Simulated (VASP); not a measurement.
CO2:

```xyz
3
Lattice="0.0000 2.2750 2.2750 2.2750 0.0000 2.2750 2.2750 2.2750 0.0000" Properties=species:S:1:pos:R:3 pbc="T T T"
C     0.0000    0.0000    0.0000
O     1.1375    1.1375    1.1375
O     3.4125    3.4125    3.4125
```

```yaml
Program: VASP 6.6.1
Task: relaxation of cell and atoms
Functional: PBEsol
Potentials_or_basis: VASP PAW PBE potentials, release 64 (C, O)
Cutoff: 600 eV
k_mesh: 8 × 8 × 8
Occupations: gaussian, width 0.02 eV
Spin: no spin polarisation
```

At the start: pressure -13.7 GPa; volume 7.85 Å³/atom.

How do energy, volume and symmetry change on relaxing?

Over 3 steps the energy falls by 28.7 meV/atom and the volume is 7.22 Å³/atom (-8.0 %); space group Fm-3m (No. 225, to 0.1 Å) before and after.

Step by step:
| step | energy change (eV) | largest force (eV/Å) | pressure (GPa) | volume (Å³) |
| --- | --- | --- | --- | --- |
| 1 | 0.0000 | 0.0000 | -13.74 | 23.55 |
| 2 | -0.0828 | 0.0000 | 2.98 | 21.33 |
| 3 | -0.0860 | 0.0000 | 0.16 | 21.66 |

Final structure:
```cif
data_structure
_symmetry_space_group_name_H-M 'P 1'
_symmetry_Int_Tables_number 1
_cell_length_a 3.1287
_cell_length_b 3.1287
_cell_length_c 3.1287
_cell_angle_alpha 60.000
_cell_angle_beta 60.000
_cell_angle_gamma 60.000
_cell_volume 21.66
loop_
_atom_site_label
_atom_site_type_symbol
_atom_site_fract_x
_atom_site_fract_y
_atom_site_fract_z
_atom_site_occupancy
C1 C 0.00000 0.00000 0.00000 1
O1 O 0.25000 0.25000 0.25000 1
O2 O 0.75000 0.75000 0.75000 1
```

Caveat: the PAW data sets were made with another functional, which shifts forces and pressure a little.
